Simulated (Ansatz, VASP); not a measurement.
This is a calculation of Ir for VASP 6.6.1.

File POSCAR:

```
Ir
1.0
    0.0000000000      1.9408081540      1.9408081540
    1.9408081540      0.0000000000      1.9408081540
    1.9408081540      1.9408081540      0.0000000000
Ir
1
Direct
    0.0000000000      0.0000000000      0.0000000000
```

The input INCAR.step1:

```
SYSTEM = Ir
ALGO = Normal
EDIFF = 1E-5
ENCUT = 520
GGA = PE
ISIF = 2
ISMEAR = -1
LASPH = .TRUE.
LREAL = .FALSE.
LWAVE = .TRUE.
NBANDS = 10
NELM = 80
PREC = Accurate
SIGMA = 0.05
```

INCAR.step2

```
SYSTEM = Ir
ALGO = Normal
EDIFF = 1E-6
ENCUT = 520
GGA = PE
HFSCREEN = 0.2079
ISIF = 2
ISMEAR = -1
ISTART = 1
LASPH = .TRUE.
LCHARG = .TRUE.
LELF = .TRUE.
LHFCALC = .TRUE.
LREAL = .FALSE.
LVHAR = .TRUE.
LWAVE = .FALSE.
NBANDS = 10
NELM = 80
PREC = Accurate
PRECFOCK = Normal
SIGMA = 0.05
```

Contents of KPOINTS:

```
k-points
0
G
  8 8 8
  0 0 0
```

Potentials or basis: VASP PAW PBE potentials, release 64 (Ir).

The run is started by

```bash
$ cat potpaw_PBE.64/Ir/POTCAR > POTCAR
$ cp INCAR.step1 INCAR
$ mpirun -np 1 vasp_std > vasp.out
$ cp INCAR.step2 INCAR
$ mpirun -np 1 vasp_std > vasp.out
```

Q: Translate it to Ansatz 0.2.0. Potentials there: Ansatz PAW.

A: As run (the cutoff follows the program's own potentials):

The input input:

```
crystal:
  lattice:
    - [0.0, 1.940808154, 1.940808154]
    - [1.940808154, 0.0, 1.940808154]
    - [1.940808154, 1.940808154, 0.0]
  atoms:
    - { symbol: Ir, position: [0.0, 0.0, 0.0] }
hamiltonian:
  xc: hse06
  pseudopotentials: { kind: paw }
kpoints:
  mp_grid: { grid: [8, 8, 8] }
scf:
  occupations: { method: fermi_dirac, width: 0.05 }
output:
  forces: true
  stress: true
  eigenvalues: true
```

Both were run:

|  | VASP | Ansatz | Ansatz less VASP |
| --- | --- | --- | --- |
| gap on the k mesh at the Fermi level (eV) | none | none | - |
| pressure (GPa) | -12.3 | -14.6 | -2.26 |

A gap of «none» marks a metal or a gap that the smearing closes. VASP's potentials hold 9 valence electrons a cell and Ansatz's 17, so a difference there can come from the potentials and not from the codes.

Neither program's run includes spin-orbit coupling.
